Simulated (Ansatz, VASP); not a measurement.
## Ir in VASP and in Ansatz

```xyz
1
Lattice="0.0000 1.6921 1.6921 1.6921 0.0000 1.6921 1.6921 1.6921 0.0000" Properties=species:S:1:pos:R:3 pbc="T T T"
Ir    0.0000    0.0000    0.0000
```

Change from the starting cell: volume scaled by 0.7, to set the pressure.

Alike in both runs: task single point; functional LDA; k mesh 19 × 19 × 19; occupations fermi-dirac, width 0.08 eV; no spin polarisation.

|  | VASP | Ansatz |
| --- | --- | --- |
| version | VASP 6.6.1 | Ansatz 0.2.0 |
| potentials or method | VASP PAW LDA potentials, release 64 (Ir) | PAW with Ansatz's default frozen-core files, scalar-relativistic |
| plane-wave cutoff (eV) | 500 | 420 |
| valence electrons in the cell | 9 | 17 |

VASP gave:

| Property | Result |
| --- | --- |
| pressure (GPa) | 355.6 |

Problem. What did Ansatz give for the same quantities?

Solution. Pressure (GPa): 343.0.

LDA's correlation is that of Perdew and Zunger in VASP and of Perdew and Wang (1992) in Ansatz. Both programs put the cell under a high pressure, so it lies far from rest at this level. VASP's potentials hold 9 valence electrons a cell and Ansatz's 17, so a difference there can come from the potentials and not from the codes.

Spin-orbit coupling is off throughout. Noted on VASP's run: the cell as given lies far from equilibrium.
